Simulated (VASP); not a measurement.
# GaAs (F-43m) in VASP: notebook

GaAs is run at these levels: r2SCAN; tasks: elastic constants.

All numbers are computed with VASP 6.6.1; they aren't measurements. Logs are shortened: lines on timing, memory, paths and dates and some standing lists are left out, and cuts for length are marked.

### 1 The cell of the first run

The structure is cubic, space group F-43m (No. 216). The conventional cell has a = 5.618 Å, b = 5.618 Å, c = 5.618 Å, α = 90.00°, β = 90.00°, γ = 90.00°. Ga (site symmetry -43m) has 4 As at 2.43 Å within 3.2 Å. As (site symmetry -43m) has 4 Ga at 2.43 Å within 3.2 Å.

### 2 Elastic constants, r2SCAN

File INCAR:

```
  PREC = Accurate
  ENCUT = 600
  EDIFF = 1E-8
  ISMEAR = 0
  SIGMA = 0.01
  LREAL = False
  LASPH = True
  NELM = 100
  ALGO = Normal
  ISIF = 3
  LWAVE = False
  LCHARG = False
  METAGGA = R2SCAN
  LMIXTAU = True
  IBRION = 6
  NFREE = 2
  POTIM = 0.015
  NSW = 1
```

File KPOINTS:

```
regular mesh
0
Gamma
  8 8 8
```

File POSCAR:

```
GaAs
1.0
    0.0000000000      2.8087681201      2.8087681201
    2.8087681201      0.0000000000      2.8087681201
    2.8087681201      2.8087681201      0.0000000000
Ga As
1 1
Direct
    0.0000000000      0.0000000000      0.0000000000
    0.7500000000      0.7500000000      0.7500000000
```

Potentials or basis: VASP PAW PBE potentials, release 64 (Ga_d, As).

Run with:

```bash
cat potpaw_PBE.64/Ga_d/POTCAR potpaw_PBE.64/As/POTCAR > POTCAR
mpirun -np 1 vasp_std > vasp.out
```

OUTCAR:

```text
PREC = Accurate
   ENCUT = 600
   EDIFF = 1E-8
   ISMEAR = 0
   LREAL = False
   LASPH = True
   NELM = 100
   ISIF = 3
   METAGGA = R2SCAN
   IBRION = 6
   NFREE = 2
   POTIM = 0.015
   NSW = 1

 ion  position               nearest neighbor table
   1  0.000  0.000  0.000-   2 2.43   2 2.43   2 2.43   2 2.43
   2  0.750  0.750  0.750-   1 2.43   1 2.43   1 2.43   1 2.43

  LATTYP: Found a face centered cubic cell.
 ALAT       =     5.6175362402

  Lattice vectors:

 A1 = (   0.0000000000,   2.8087681201,   2.8087681201)
 A2 = (   2.8087681201,   0.0000000000,   2.8087681201)
 A3 = (   2.8087681201,   2.8087681201,   0.0000000000)

Analysis of symmetry for initial positions (statically):
=====================================================================
 Subroutine PRICEL returns:
 Original cell was already a primitive cell.

 Routine SETGRP: Setting up the symmetry group for a
 face centered cubic supercell.

 Subroutine GETGRP returns: Found 24 space group operations
 (whereof 24 operations were pure point group operations)
 out of a pool of 48 trial point group operations.

The static configuration has the point symmetry T_d .

Analysis of symmetry for dynamics (positions and initial velocities):
=====================================================================
 Subroutine PRICEL returns:
 Original cell was already a primitive cell.

 Routine SETGRP: Setting up the symmetry group for a
 face centered cubic supercell.

 Subroutine GETGRP returns: Found 24 space group operations
 (whereof 24 operations were pure point group operations)
 out of a pool of 48 trial point group operations.

The dynamic configuration has the point symmetry T_d .

 Subroutine INISYM returns: Found 24 space group operations
 (whereof 24 operations are pure point group operations),
 and found     1 'primitive' translations

----------------------------------------------------------------------------------------

                                     Primitive cell
[... 719 lines left out ...]
  ext. energy  EPLUGINS =         0.00000000
  ---------------------------------------------------
  free energy    TOTEN  =       -27.04508262 eV

  energy without entropy =      -27.04508262  energy(sigma->0) =      -27.04508262

 E-fermi :   4.0243     XC(G=0): -10.3481

 val. band max:        3.9110808095   @ k =   0.0000   0.0000   0.0000
 cond. band min:       5.0157446439   @ k =   0.0000   0.0000   0.0000
 fundamental gap:      1.1046638344
 Fermi energy:         4.0242761556

 k-point     1 :       0.0000    0.0000    0.0000
  band No.  band energies     occupation
      1     -11.4109      2.00000
      2     -11.4092      2.00000
      3     -11.4070      2.00000
      4     -11.3137      2.00000
      5     -11.3137      2.00000
      6      -9.4918      2.00000
      7       3.8150      2.00000
      8       3.8641      2.00000
      9       3.9111      2.00000
     10       5.0157      0.00000
     11       7.8763      0.00000
     12       7.9074      0.00000
     13       7.9407      0.00000
[... 397 lines left out ...]
  FREE ENERGIE OF THE ION-ELECTRON SYSTEM (eV)
  ---------------------------------------------------
  free  energy   TOTEN  =       -27.0450826234 eV

  energy  without entropy=      -27.0450826234  energy(sigma->0) =      -27.04508262

 INTERNAL STRAIN TENSORS FROM STRAINED CELLS
 ============================================

 INTERNAL STRAIN TENSOR FOR ION    1 for displacements in x,y,z  (eV/Angst):
          X           Y           Z          XY          YZ          ZX
  --------------------------------------------------------------------------------
  x    -0.00000     0.00000    -0.00000     0.00000    -8.14200     0.00000
  y    -0.00000     0.00000    -0.00000     0.00000     0.00000    -8.14164
  z    -0.00000     0.00000     0.00000    -8.14114    -0.00000     0.00000

 INTERNAL STRAIN TENSORS FROM DISPLACED ATOMS
 ============================================

 INTERNAL STRAIN TENSOR FOR ION    1 for displacements in x,y,z  (eV/Angst):
          X           Y           Z          XY          YZ          ZX
  --------------------------------------------------------------------------------
  x     0.00000     0.00000     0.00000     0.00000    -8.17894     0.00000
  y    -0.00000     0.00000    -0.00000     0.00000     0.00000    -8.17894
  z     0.00000     0.00000     0.00000    -8.17894     0.00000     0.00000

 INTERNAL STRAIN TENSOR FOR ION    2 for displacements in x,y,z  (eV/Angst):
          X           Y           Z          XY          YZ          ZX
  --------------------------------------------------------------------------------
  x    -0.00000    -0.00000    -0.00000     0.00000     8.03475     0.00000
  y    -0.00000    -0.00000    -0.00000     0.00000     0.00000     8.03475
  z    -0.00000    -0.00000    -0.00000     8.03475     0.00000     0.00000

 Eigenvectors and eigenvalues of the dynamical matrix
 ----------------------------------------------------

   1 f  =    8.177671 THz    51.381820 2PiTHz  272.777733 cm-1    33.820113 meV
             X         Y         Z           dx          dy          dz
      0.000000  0.000000  0.000000     0.713660    0.000000    0.000000
      4.213152  4.213152  4.213152    -0.700492    0.000000    0.000000
[... 21 lines left out ...]
   6 f/i=    0.070851 THz     0.445172 2PiTHz    2.363344 cm-1     0.293017 meV
             X         Y         Z           dx          dy          dz
      0.000000  0.000000  0.000000    -0.143187   -0.205357    0.654228
      4.213152  4.213152  4.213152    -0.145879   -0.209218    0.666527

--------------------------------------------------------------------------------------------------------

 ELASTIC MODULI CONTR FROM IONIC RELAXATION (kBar)
 Direction    XX          YY          ZZ          XY          YZ          ZX
 --------------------------------------------------------------------------------
 XX          -0.0000     -0.0000     -0.0000      0.0000      0.0000     -0.0000
 YY          -0.0000     -0.0000     -0.0000      0.0000      0.0000      0.0000
 ZZ          -0.0000     -0.0000     -0.0000      0.0000      0.0000     -0.0000
 XY           0.0000      0.0000      0.0000   -240.2296      0.0000      0.0000
 YZ           0.0000      0.0000      0.0000      0.0000   -240.2296      0.0000
 ZX          -0.0000      0.0000     -0.0000      0.0000      0.0000   -240.2296
 --------------------------------------------------------------------------------

 TOTAL ELASTIC MODULI (kBar)
 Direction    XX          YY          ZZ          XY          YZ          ZX
 --------------------------------------------------------------------------------
 XX        1245.2945    567.0216    567.0216      0.0000      0.0000     -0.0000
 YY         567.0216   1245.2945    567.0216      0.0000      0.0000      0.0000
 ZZ         567.0216    567.0216   1245.2945     -0.0000      0.0000      0.0000
 XY           0.0000      0.0000     -0.0000    609.0166      0.0000      0.0000
 YZ           0.0000      0.0000      0.0000      0.0000    609.0166      0.0000
 ZX          -0.0000      0.0000      0.0000      0.0000      0.0000    609.0166
 --------------------------------------------------------------------------------
```

stdout:

```text
POSCAR found type information on POSCAR GaAs
 POSCAR found :  2 types and       2 ions
 scaLAPACK will be used
 -----------------------------------------------------------------------------
|                                                                             |
|                                                                             |
|     You enforced a specific xc type in the INCAR file but a different       |
|     I HOPE YOU KNOW WHAT YOU ARE DOING!                                     |
|                                                                             |
[... 33 lines left out ...]
 Finite differences progress:
 bond charge predicted
 Finite differences progress:
 bond charge predicted
 Finite differences progress:
 bond charge predicted
 Finite differences progress:
 bond charge predicted
 Finite differences progress:
 bond charge predicted
 Finite differences progress:
```

It took 2.1 h on 1 thread of Oxide Virtual Turin-like, shared host; peak memory 0.32 GiB.

What came out:

| Item | Value |
| --- | --- |
| Elastic constants C11, C12, C44 | 125, 57, 61 GPa |
| Voigt bulk modulus | 79 GPa |
| Highest phonon frequency at Γ, LO-TO splitting left out | 273 cm⁻¹ |

Phonon frequencies in cm⁻¹ (negative: imaginary):
```tsv
q point	frequencies
(0.000, 0.000, 0.000)	-2 -2 -2 273 273 273
```

Elastic tensor in Voigt notation (GPa, in the Cartesian axes of the cell as first typed):
```
125  57  57   0   0   0
 57 125  57   0   0   0
 57  57 125   0   0   0
  0   0   0  61   0   0
  0   0   0   0  61   0
  0   0   0   0   0  61
```

Clamped-ion elastic tensor (GPa):
```
125  57  57   0   0   0
 57 125  57   0   0   0
 57  57 125   0   0   0
  0   0   0  85   0   0
  0   0   0   0  85   0
  0   0   0   0   0  85
```

Caveat: the cell is under stress, which shifts elastic constants; the PAW data sets were made with another functional, which shifts forces and pressure a little.

### 3 Elastic constants, r2SCAN

This run uses another cell than the first one, of 19.62 Å³/atom.

File INCAR:

```
SYSTEM = GaAs
PREC = Accurate
ENCUT = 600
EDIFF = 1E-8
ISMEAR = 0
SIGMA = 0.01
LREAL = .False.
LASPH = .True.
NELM = 60
ALGO = Normal
ISIF = 3
LWAVE = .False.
LCHARG = .False.
METAGGA = R2SCAN
LMIXTAU = .True.
IBRION = 6
NFREE = 2
POTIM = 0.015
NSW = 1
```

File KPOINTS:

```
regular mesh
0
Gamma
  8 8 8
  0 0 0
```

File POSCAR:

```
GaAs
1.0
    0.0000000000      2.6969543542      2.6969543542
    2.6969543542      0.0000000000      2.6969543542
    2.6969543542      2.6969543542      0.0000000000
Ga As
1 1
Direct
    0.0000000000      0.0000000000      0.0000000000
    0.7500000000      0.7500000000      0.7500000000
```

Potentials or basis: VASP PAW PBE potentials, release 64 (Ga_d, As).

Run with:

```bash
cat potpaw_PBE.64/Ga_d/POTCAR potpaw_PBE.64/As/POTCAR > POTCAR
mpirun -np 1 vasp_std > vasp.out
```

Wall time 83 min (1 thread of Oxide Virtual Turin-like, shared host); peak memory 0.29 GiB.

Results (log left out):

| Property | Result |
| --- | --- |
| Elastic constants C11, C12, C44 | 162, 97, 72 GPa |
| Voigt bulk modulus | 119 GPa |
| Highest phonon frequency at Γ, LO-TO splitting left out | 319 cm⁻¹ |

Phonon frequencies in cm⁻¹ (negative: imaginary):
| q point | frequencies |
| --- | --- |
| (0.000, 0.000, 0.000) | -2 -2 -2 319 319 319 |

Elastic tensor in Voigt notation (GPa, in the Cartesian axes of the cell as first typed):
```
162  97  97   0   0   0
 97 162  97   0   0   0
 97  97 162   0   0   0
  0   0   0  72   0   0
  0   0   0   0  72   0
  0   0   0   0   0  72
```

Clamped-ion elastic tensor (GPa):
```
162  97  97   0   0   0
 97 162  97   0   0   0
 97  97 162   0   0   0
  0   0   0 128   0   0
  0   0   0   0 128   0
  0   0   0   0   0 128
```

Caveat: the cell is under stress, which shifts elastic constants; the PAW data sets were made with another functional, which shifts forces and pressure a little.
